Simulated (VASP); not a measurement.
Here is a VASP 6.6.1 calculation.

INCAR

```
PREC = Accurate ; ENCUT = 500
EDIFF = 1E-6 ; ISMEAR = 0
SIGMA = 0.2 ; LREAL = F
LASPH = T ; NELM = 120
ALGO = Normal ; ISIF = 2
LWAVE = F ; LCHARG = F
GGA = PE ; NBANDS = 18
GGA_COMPAT = F
```

The input KPOINTS:

```
Automatic mesh
0
Gamma
  4 4 4
```

File POSCAR:

```
B2P3
1.0
    3.9976480863      0.0000000000      0.0000000000
    0.0000000000      3.9976480863      0.0000000000
    0.0000000000      0.0000000000      3.9976480863
B P
2 3
Direct
    0.0000000000      0.0000000000      0.0000000000
    0.5000000000      0.5000000000      0.5000000000
    0.5000000000      0.0000000000      0.0000000000
    0.0000000000      0.5000000000      0.0000000000
    0.0000000000      0.0000000000      0.5000000000
```

Potentials or basis: VASP PAW PBE potentials, release 64 (B, P).

Command:

```sh
$ cat potpaw_PBE.64/B/POTCAR potpaw_PBE.64/P/POTCAR > POTCAR
$ mpirun -np 1 vasp_std > vasp.out
```

Task: Estimate the pressure.

Result: -0.3 GPa.

Task: Predict the band gap on the k mesh.

Result: Zero (an odd number of electrons rules out a gap without spin polarisation).

Caveat: the k points lie up to 0.39 Å⁻¹ apart, too coarse for converged energies and pressures of a metal.
